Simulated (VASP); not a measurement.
A run of VASP 6.6.1:

File INCAR:

```
SYSTEM = BaPb4
PREC = Accurate ; ENCUT = 520
EDIFF = 1E-7 ; ISMEAR = 0
SIGMA = 0.1 ; LREAL = .False.
LASPH = .True. ; NELM = 100
ALGO = Fast ; ISIF = 2
LWAVE = .False. ; LCHARG = .False.
GGA = PE ; NBANDS = 41
```

Contents of KPOINTS:

```
regular mesh
0
Gamma
  12 12 6
  0 0 0
```

POSCAR

```
BaPb4
1.0
    5.5957018820      0.0000000000      0.0000000000
   -2.7978509410      4.8460199818      0.0000000000
    0.0000000000      0.0000000000      7.0582094647
Ba Pb
1 4
Direct
    0.0000000000      0.0000000000      0.0000000000
    0.3333333333      0.6666666667      0.2776581591
    0.6666666667      0.3333333333      0.2776581591
    0.6666666667      0.3333333333      0.7223418409
    0.3333333333      0.6666666667      0.7223418409
```

Potentials or basis: VASP PAW PBE potentials, release 64 (Ba_sv, Pb_d).

Launch:

```bash
$ cat potpaw_PBE.64/Ba_sv/POTCAR potpaw_PBE.64/Pb_d/POTCAR > POTCAR
$ mpirun -np 1 vasp_std > vasp.out
```

Hardware: 1 thread of Intel(R) Xeon(R) 6975P-C (Granite Rapids) (shared host).

**Question.** How long does it take, and how much memory?

**Answer.** Wall time 6.5 min on 1 thread of Intel(R) Xeon(R) 6975P-C (Granite Rapids), with other jobs on the host, peak memory 0.63 GiB. Counts: scf iterations 19, k points 76.
